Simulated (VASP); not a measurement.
The system is VO2.

```
CELL_PARAMETERS angstrom
4.58021 0.00000 0.00000
0.00000 4.58021 0.00000
0.00000 0.00000 2.95354
ATOMIC_POSITIONS crystal
O 0.30530 0.30530 0.00000
O 0.19470 0.80530 0.50000
O 0.69470 0.69470 0.00000
O 0.80530 0.19470 0.50000
V 0.00000 0.00000 0.00000
V 0.50000 0.50000 0.50000
```

```yaml
Program: VASP 6.6.1
Task: relaxation of cell and atoms
Functional: PBEsol
Potentials_or_basis: VASP PAW PBE potentials, release 64 (O, V_sv)
Cutoff: 600 eV
k_mesh: 5 × 5 × 8
Occupations: fermi-dirac, width 0.1098 eV
Spin: collinear spin, ferromagnetic start
Starting_moments: "[0.0, 0.0, 0.0, 0.0, 2.0, 2.0] μB"
```

At the start: pressure -14.6 GPa; volume 10.33 Å³/atom.

Where does the relaxation end?

Over 11 steps the energy falls by 45.6 meV/atom and the volume is 9.63 Å³/atom (-6.8 %); space group P4_2/mnm (No. 136, to 0.1 Å) before and after; moment 1.87 μB per cell.

The path:
| step | energy change (eV) | largest force (eV/Å) | pressure (GPa) | volume (Å³) |
| --- | --- | --- | --- | --- |
| 1 | 0.0000 | 0.1643 | -14.59 | 61.96 |
| 2 | 0.0571 | 1.1226 | 23.52 | 53.89 |
| 3 | -0.2189 | 0.5440 | 0.75 | 57.97 |
| 4 | -0.2190 | 0.5529 | 1.11 | 57.89 |
| 5 | -0.2658 | 0.1624 | 0.62 | 57.73 |
| 6 | -0.2723 | 0.0374 | 0.42 | 57.65 |
| 7 | -0.2723 | 0.0489 | 0.41 | 57.64 |
| 8 | -0.2734 | 0.0172 | -0.33 | 57.84 |
| 9 | -0.2734 | 0.0182 | -0.31 | 57.83 |
| 10 | -0.2734 | 0.0197 | 0.34 | 57.71 |
| 11 | -0.2735 | 0.0000 | 0.00 | 57.77 |

Final structure:
```xyz
6
Lattice="4.5398 0.0000 0.0000 0.0000 4.5398 0.0000 0.0000 0.0000 2.8033" Properties=species:S:1:pos:R:3 pbc="T T T"
O     1.3577    1.3577    0.0000
O     0.9122    3.6276    1.4016
O     3.1821    3.1821    0.0000
O     3.6276    0.9122    1.4016
V     0.0000    0.0000    0.0000
V     2.2699    2.2699    1.4016
```

Caveat: the PAW data sets were made with another functional, which shifts forces and pressure a little.
